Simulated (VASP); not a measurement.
# Se (Pm-3m) in VASP: single point with LDA

Aim: the single point of Se with LDA.

All numbers are computed with VASP 6.6.1; they aren't measurements. Logs are shortened: lines on timing, memory, paths and dates and some standing lists are left out, and cuts for length are marked.

**1. The cell of the first run**

Symmetry: Pm-3m, No. 221, cubic system. Conventional cell: a = 2.811 Å, b = 2.811 Å, c = 2.811 Å, α = 90.00°, β = 90.00°, γ = 90.00°. Se (site symmetry m-3m) has 6 Se at 2.81 Å within 3.7 Å.

This isn't the form of Se at room conditions, which is trigonal, of chains.

**2. Single point, LDA**

File INCAR:

```
SYSTEM = Se
PREC = Accurate
ENCUT = 500
EDIFF = 1E-6
ISMEAR = -1
SIGMA = 0.02
LREAL = .False.
LASPH = .True.
NELM = 120
ALGO = Normal
ISIF = 2
LWAVE = .False.
LCHARG = .True.
LELF = .True.
LVHAR = .True.
NBANDS = 9
GGA_COMPAT = .False.
```

File KPOINTS:

```
Automatic mesh
0
Gamma
  18 18 18
  0 0 0
```

File POSCAR:

```
Se
1.0
    2.8105630200      0.0000000000      0.0000000000
    0.0000000000      2.8105630200      0.0000000000
    0.0000000000      0.0000000000      2.8105630200
Se
1
Direct
    0.0000000000      0.0000000000      0.0000000000
```

Potentials or basis: VASP PAW LDA potentials, release 64 (Se).

Launch:

```sh
$ cat potpaw_LDA.64/Se/POTCAR > POTCAR
$ mpirun -np 1 vasp_std > vasp.out
```

OUTCAR:

```text
SYSTEM = Se
   PREC = Accurate
   ENCUT = 500
   EDIFF = 1E-6
   ISMEAR = -1
   LREAL = .False.
   LASPH = .True.
   NELM = 120
   ISIF = 2

 ion  position               nearest neighbor table
   1  0.000  0.000  0.000-

  LATTYP: Found a simple cubic cell.
 ALAT       =     2.8105630200

  Lattice vectors:

 A1 = (   2.8105630200,   0.0000000000,   0.0000000000)
 A2 = (   0.0000000000,   2.8105630200,   0.0000000000)
 A3 = (   0.0000000000,   0.0000000000,   2.8105630200)

Analysis of symmetry for initial positions (statically):
=====================================================================
 Subroutine PRICEL returns:
 Original cell was already a primitive cell.

 Routine SETGRP: Setting up the symmetry group for a
 simple cubic supercell.

 Subroutine GETGRP returns: Found 48 space group operations
 (whereof 48 operations were pure point group operations)
 out of a pool of 48 trial point group operations.

The static configuration has the point symmetry O_h .

Analysis of symmetry for dynamics (positions and initial velocities):
=====================================================================
 Subroutine PRICEL returns:
 Original cell was already a primitive cell.

 Routine SETGRP: Setting up the symmetry group for a
 simple cubic supercell.

 Subroutine GETGRP returns: Found 48 space group operations
 (whereof 48 operations were pure point group operations)
 out of a pool of 48 trial point group operations.

The dynamic configuration has the point symmetry O_h .

 Subroutine INISYM returns: Found 48 space group operations
 (whereof 48 operations are pure point group operations),
 and found     1 'primitive' translations

----------------------------------------------------------------------------------------

                                     Primitive cell

  volume of cell :      22.2014

  direct lattice vectors                    reciprocal lattice vectors
     2.810563020  0.000000000  0.000000000     0.355800597  0.000000000  0.000000000
     0.000000000  2.810563020  0.000000000     0.000000000  0.355800597  0.000000000
     0.000000000  0.000000000  2.810563020     0.000000000  0.000000000  0.355800597

  length of vectors
     2.810563020  2.810563020  2.810563020     0.355800597  0.355800597  0.355800597

  position of ions in fractional coordinates (direct lattice)
     0.000000000  0.000000000  0.000000000

  ion indices of the primitive-cell ions
   primitive index   ion index
                 1           1

----------------------------------------------------------------------------------------

 KPOINTS: Automatic mesh

Automatic generation of k-mesh.
 Grid dimensions read from file:
 generate k-points for:   18   18   18

 Generating k-lattice:

  Cartesian coordinates                     Fractional coordinates (reciprocal lattice)
     0.019766700  0.000000000  0.000000000     0.055555556  0.000000000  0.000000000
     0.000000000  0.019766700  0.000000000     0.000000000  0.055555556  0.000000000
     0.000000000  0.000000000  0.019766700     0.000000000  0.000000000  0.055555556

  Length of vectors
     0.019766700  0.019766700  0.019766700

  Shift w.r.t. Gamma in fractional coordinates (k-lattice)
     0.000000000  0.000000000  0.000000000

 Subroutine IBZKPT returns following result:
 ===========================================

 Found    220 irreducible k-points:

 Following reciprocal coordinates:
            Coordinates               Weight
  0.000000  0.000000  0.000000      1.000000
  0.055556  0.000000  0.000000      6.000000
  0.111111  0.000000  0.000000      6.000000
  0.166667  0.000000  0.000000      6.000000
  0.222222  0.000000  0.000000      6.000000
  0.277778  0.000000  0.000000      6.000000
[... 16 lines left out ...]
  0.277778  0.111111  0.000000     24.000000
  0.333333  0.111111  0.000000     24.000000
 [... further k-points ...]
   k-points           NKPTS =    220   k-points in BZ     NKDIM =    220   number of bands    NBANDS=      9
   number of dos      NEDOS =    301   number of ions     NIONS =      1
   total plane-waves  NPLWV =   8000
   dimension x,y,z NGX =    20 NGY =   20 NGZ =   20
   dimension x,y,z NGXF=    40 NGYF=   40 NGZF=   40
   ions per type =               1
   NGX,Y,Z   is equivalent  to a cutoff of  11.83, 11.83, 11.83 a.u.
   NGXF,Y,Z  is equivalent  to a cutoff of  23.66, 23.66, 23.66 a.u.
 SYSTEM =  Se
   PREC   = accura    normal or accurate (medium, high low for compatibility)
   ISTART =      0    job   : 0-new  1-cont  2-samecut
   ICHARG =      2    charge: 1-file 2-atom 10-const
   ISPIN  =      1    spin polarized calculation?
   LNONCOLLINEAR =      F non collinear calculations
   LSORBIT =      F    spin-orbit coupling
   LASPH  =      T    aspherical Exc in radial PAW
   ENCUT  =  500.0 eV  36.75 Ry    6.06 a.u.   5.12  5.12  5.12*2*pi/ulx,y,z
   NELM   =    120;   NELMIN=  2; NELMDL= -5     # of ELM steps
   EDIFF  = 0.1E-05   stopping-criterion for ELM
   LREAL  =      F    real-space projection
   EDIFFG = 0.1E-04   stopping-criterion for IOM
   NSW    =      0    number of steps for IOM
   IBRION =     -1    ionic relax: 0-MD 1-quasi-New 2-CG
   NFREE  =      0    steps in history (QN), initial steepest desc. (CG)
   ISIF   =      2    stress and relaxation
   ISYM   =      2    0-nonsym 1-usesym 2-fastsym
   POTIM  = 0.5000    time-step for ionic-motion
   TEBEG  =    0.0;   TEEND  =   0.0 temperature during run
   PSTRESS=    0.0 pullay stress
   NELECT =       6.0000    total number of electrons
   NUPDOWN=      -1.0000    fix difference up-down
   EMIN   =  10.00;   EMAX   =-10.00  energy-range for DOS
   EFERMI =   0.00;   METHOD = LEGACY
   ISMEAR =    -1;   SIGMA  =   0.02  broadening in eV -4-tet -1-fermi 0-gaus
   EFERMI_NEDOS =   21; number of points for ismear=-14 and -15
   IALGO  =     38    algorithm
   IMIX   =      4    mixing-type and parameters
     AMIX     =   0.40;   BMIX     =  1.00
     AMIX_MAG =   1.60;   BMIX_MAG =  1.00
  volume/ion in A,a.u.               =      22.20       149.82
  Fermi-wavevector in a.u.,A,eV,Ry     =   1.058438  2.000157 15.242472  1.120290
  Thomas-Fermi vector in A             =   2.193747
   LORBIT       =      0    0 simple, 1 ext, 2 COOP (PROOUT), +10 PAW based schemes
   GGA     = CA    functional components
   LHFCALC =     F    Hartree Fock is set to
   AEXX    =    0.0000 exact exchange contribution
   IVDW    =     0    specifies the selected vdW correction
   LEPSILON=     F    determine dielectric tensor
   LRPA    =     F    only Hartree local field effects (RPA)
 non-spin polarized calculation
  energy-cutoff  :      500.00
  volume of cell :       22.20
 maximum number of plane-waves:       587
   NGX = 11   NGY = 11   NGZ = 11

 number of electron       5.9999997 magnetization

 Free energy of the ion-electron system (eV)
  ---------------------------------------------------
  ext. energy  EPLUGINS =         0.00000000
  ---------------------------------------------------
  free energy    TOTEN  =        -4.06444699 eV

  energy without entropy =       -4.06358781  energy(sigma->0) =       -4.06401740

 E-fermi :   4.9597     XC(G=0): -10.2375

 val. band max:        4.9485694845   @ k =   0.5000   0.3333   0.2222
 cond. band min:       4.9950073816   @ k =   0.1667   0.1111   0.0000
 fundamental gap:      0.0464378971
 Fermi energy:         4.9596647288

 k-point     1 :       0.0000    0.0000    0.0000
  band No.  band energies     occupation
      1     -11.2519      2.00000
      2       6.3425      0.00000
      3       6.3425      0.00000
      4       6.3425      0.00000
      5      12.6706      0.00000
      6      12.7139      0.00000
      7      12.7139      0.00000
      8      27.3210      0.00000
      9      27.3211      0.00000

 k-point     2 :       0.0556    0.0000    0.0000
  band No.  band energies     occupation
      1     -11.2070      2.00000
      2       5.8268      0.00000
      3       6.3779      0.00000
      4       6.3779      0.00000
      5      12.7365      0.00000
      6      12.7594      0.00000
      7      13.3100      0.00000
      8      26.3227      0.00000
      9      26.3227      0.00000

 k-point     3 :       0.1111    0.0000    0.0000
  band No.  band energies     occupation
      1     -11.0739      2.00000
      2       4.6540      2.00000
      3       6.4821      0.00000
      4       6.4821      0.00000
      5      12.8943      0.00000
      6      12.8963      0.00000
      7      14.7508      0.00000
      8      24.8400      0.00000
      9      24.8400      0.00000

 k-point     4 :       0.1667    0.0000    0.0000
  band No.  band energies     occupation
      1     -10.8576      2.00000
      2       3.2805      2.00000
      3       6.6483      0.00000
      4       6.6483      0.00000
      5      13.1144      0.00000
      6      13.1616      0.00000
      7      16.5250      0.00000
      8      23.3889      0.00000
      9      23.3889      0.00000
[... 205 lines left out ...]
 k-point    22 :       0.2222    0.1111    0.0000
  band No.  band energies     occupation
      1     -10.3901      2.00000
      2       2.0763      2.00000
      3       5.2393      0.00000
      4       7.0009      0.00000
      5      13.6519      0.00000
      6      15.2808      0.00000
      7      18.0494      0.00000
      8      20.4831      0.00000
      9      22.1924      0.00000

 k-point    23 :       0.2778    0.1111    0.0000
  band No.  band energies     occupation
      1     -10.0437      2.00000
      2       0.8060      2.00000
      3       5.5234      0.00000
      4       7.2462      0.00000
      5      14.0482      0.00000
      6      15.4745      0.00000
      7      18.1046      0.00000
      8      20.8830      0.00000
      9      21.0357      0.00000

 k-point    24 :       0.3333    0.1111    0.0000
  band No.  band energies     occupation
      1      -9.6695      2.00000
      2      -0.3063      2.00000
      3       5.8189      0.00000
      4       7.4959      0.00000
      5      14.4823      0.00000
      6      15.5298      0.00000
      7      17.6695      0.00000
      8      20.0640      0.00000
      9      20.9254      0.00000

 [... further k-points ...]

------------------------ aborting loop because EDIFF is reached ----------------------------------------

  FORCE on cell =-STRESS in cart. coord.  units (eV):
  Direction    XX          YY          ZZ          XY          YZ          ZX
  --------------------------------------------------------------------------------------
  -------------------------------------------------------------------------------------
  Total       -0.4599796     -0.4599796     -0.4599796      0.0000000      0.0000000     -0.0000000
  in kB      -33.1947325    -33.1947325    -33.1947325      0.0000000      0.0000000     -0.0000000
  external PRESSURE =     -33.1947325 kB  Pullay stress =       0.0000000 kB

 VOLUME and BASIS-vectors are now :
 -----------------------------------------------------------------------------
  energy-cutoff  :      500.00
  volume of cell :       22.20
      direct lattice vectors                 reciprocal lattice vectors
     2.810563020  0.000000000  0.000000000     0.355800597  0.000000000  0.000000000
     0.000000000  2.810563020  0.000000000     0.000000000  0.355800597  0.000000000
     0.000000000  0.000000000  2.810563020     0.000000000  0.000000000  0.355800597

 POSITION                                       TOTAL-FORCE (eV/Angst)
 -----------------------------------------------------------------------------------
      0.00000      0.00000      0.00000         0.000000      0.000000      0.000000
 -----------------------------------------------------------------------------------
    total drift:                               -0.000000     -0.000000      0.000000

  FREE ENERGIE OF THE ION-ELECTRON SYSTEM (eV)
  ---------------------------------------------------
  free  energy   TOTEN  =        -4.0644469892 eV

  energy  without entropy=       -4.0635878080  energy(sigma->0) =       -4.06401740
```

Run time: 29 s. Hardware: 1 thread of Intel Xeon 8259CL, shared host; peak memory 0.15 GiB.

Results:

```
Free energy            : -4.0644 eV
Pressure               : -3.3 GPa
Band gap on the k mesh : zero (bands 3 and 4 overlap by 6.22 eV)
```

Caveat: the cell stands under tension.

The gap in the log of VASP goes by the Fermi energy; the results here count the filled bands.